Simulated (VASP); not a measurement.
# AsO: relaxation of cell and atoms with PBE

AsO:

```
As O
1.0
     2.87323    0.00000    0.00000
     0.00000    2.87323    0.00000
     0.00000    0.00000    3.69483
As O
1 1
Direct
  0.00000 0.00000 0.50000
  0.00000 0.00000 0.00000
```

The cell was generated, and may not be a known phase.

* Program: VASP 6.6.1
* Task: relaxation of cell and atoms
* Functional: PBE
* Potentials or basis: VASP PAW PBE potentials, release 64 (As, O)
* Cutoff: 600 eV
* k mesh: 20 × 20 × 16
* Occupations: gaussian, width 0.1 eV
* Spin: no spin polarisation
* Dipole correction: no
* Further INCAR settings: ALGO = Normal; EDIFF = 1e-07; IBRION = 2; EDIFFG = -0.01; NSW = 100; ISIF = 3

- Relaxed volume: 15.35 Å³/atom
- Relaxed cell: a = 2.879 Å, b = 2.879 Å, c = 3.704 Å, α = 90.00°, β = 90.00°, γ = 90.00°
- Space group after relaxing (to 0.1 Å): P4/mmm (No. 123)
- Energy gained by relaxing: 0.2 meV/atom
- Ionic steps: 5
- Pressure after relaxing: 0.0 GPa
- Band gap on the k mesh: zero (an odd number of electrons rules out a gap without spin polarisation)

The path:
| step | energy change (eV) | largest force (eV/Å) | pressure (GPa) | volume (Å³) |
| --- | --- | --- | --- | --- |
| 1 | 0.0000 | 0.0000 | 0.67 | 30.50 |
| 2 | 0.0019 | 0.0000 | -1.19 | 30.78 |
| 3 | -0.0004 | 0.0000 | 0.12 | 30.58 |
| 4 | -0.0004 | 0.0000 | 0.07 | 30.63 |
| 5 | -0.0004 | 0.0000 | 0.00 | 30.69 |

Final structure:
```
As O
1.0
     2.87876    0.00000    0.00000
     0.00000    2.87876    0.00000
     0.00000    0.00000    3.70373
As O
1 1
Cartesian
  0.0000 0.0000 1.8519
  0.0000 0.0000 0.0000
```

Levels at points of the mesh, in eV from the Fermi level:
```tsv
k point	band 3	band 4	band 5	band 6	band 7	band 8
(0.00, 0.00, 0.00)	-7.90	-2.17	-2.17	5.67	5.67	7.87
(0.50, 0.00, 0.00)	-7.32	-6.52	-1.83	-0.36	7.09	8.62
(0.50, 0.50, 0.00)	-5.20	-5.20	-4.89	0.69	0.69	4.09
(0.00, 0.00, 0.50)	-1.60	-1.60	-1.10	3.31	4.10	4.10
(0.50, 0.00, 0.50)	-4.40	-4.01	-1.37	0.20	5.63	5.80
(0.50, 0.50, 0.50)	-3.37	-3.37	-2.48	-2.48	1.97	5.20
```

It took 8.4 min on 1 thread of Intel Xeon 8259CL, on a shared host, peak memory 0.36 GiB.

Caveat: an odd number of electrons without spin polarisation forces a metal; a magnetic or distorted state may lie lower.
